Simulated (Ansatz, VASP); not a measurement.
## Two plane-wave programs on PbSe

INCAR

```
PREC = Accurate ; ENCUT = 520
EDIFF = 1E-6 ; ISMEAR = 0
SIGMA = 0.03 ; LREAL = False
LASPH = True ; NELM = 60
ALGO = Normal ; ISIF = 2
LWAVE = False ; LCHARG = True
GGA = PE ; IVDW = 12
LELF = True ; LVHAR = True
NBANDS = 17
```

The input KPOINTS:

```
Automatic mesh
0
Gamma
  10 10 10
```

Contents of POSCAR:

```
PbSe
1.0
    0.0000000000      2.8873803172      3.1284765737
    2.8873803172      0.0000000000      3.1284765737
    2.8873803172      2.8873803172      0.0000000000
Pb Se
1 1
Direct
    0.0000000000      0.0000000000      0.0000000000
    0.5000000000      0.5000000000      0.5000000000
```

Input for Ansatz:

```yaml
crystal:
  lattice:
    - [0.0, 2.8873803172, 3.1284765737]
    - [2.8873803172, 0.0, 3.1284765737]
    - [2.8873803172, 2.8873803172, 0.0]
  atoms:
    - { symbol: Pb, position: [0.0, 0.0, 0.0] }
    - { symbol: Se, position: [0.5, 0.5, 0.5] }
basis:
  ecutwfc: 420
kpoints:
  mp_grid: { grid: [10, 10, 10] }
hamiltonian:
  xc: pbe
  dispersion: d3bj
scf:
  occupations: { method: gaussian, width: 0.03 }
output:
  forces: true
  stress: true
  eigenvalues: true
```

Alike in both runs: task single point; functional PBE; dispersion D3(BJ); k mesh 10 × 10 × 10; occupations gaussian, width 0.03 eV; no spin polarisation.

|  | VASP | Ansatz |
| --- | --- | --- |
| version | VASP 6.6.1 | Ansatz 0.2.0 |
| potentials or method | VASP PAW PBE potentials, release 64 (Pb_d, Se), cutoff 520 eV | scalar-relativistic, plane waves, PAW |
| valence electrons in the cell | 20 | 30 |

VASP gave:

* gap on the k mesh at the Fermi level (eV): 0.27
* least direct gap on the mesh (eV): 0.27
* pressure (GPa): 7.6
* traceless stress, the component that is largest in VASP (GPa): -9.04

Problem. Estimate Ansatz's values.

Solution. gap on the k mesh at the Fermi level (eV): 0.27; least direct gap on the mesh (eV): 0.27; pressure (GPa): 7.6; traceless stress, the component that is largest in VASP (GPa): -9.03.

VASP's potentials hold 20 valence electrons a cell and Ansatz's 30, so a difference there can come from the potentials and not from the codes.

Neither program's run includes spin-orbit coupling.
